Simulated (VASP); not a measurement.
Crystal: C.

```
C
1.0
     0.00000    1.80684    1.80684
     1.80684    0.00000    1.80684
     1.80684    1.80684    0.00000
C
2
Direct
  0.75000 0.75000 0.75000
  0.50000 0.50000 0.50000
```

Base run:

```yaml
Program: VASP 6.6.1
Functional: b88 exchange, pbe correlation
Potentials_or_basis: VASP PAW PBE potentials, release 64 (C)
Cutoff: 600 eV
k_mesh: 13 × 13 × 13
Occupations: fermi-dirac, width 0.05 eV
Spin: no spin polarisation
```

Its results: band gap on the k mesh 4.06 eV (least direct gap 5.50 eV); pressure -13.9 GPa.

Task: The run is repeated on the same cell with these changes: functional from b88 exchange, pbe correlation to revpbe exchange, lda correlation; occupations from fermi-dirac, width 0.05 eV to gaussian, width 0.1 eV. What comes out?

Result: Band gap on the k mesh 4.50 eV (least direct gap 5.66 eV); pressure 0.9 GPa.

Caveats: the PAW data sets were made with another functional, which shifts forces and pressure a little; an odd mesh through Γ misses points on the zone boundary, where band edges can lie; the cell stands under tension (at least some runs).
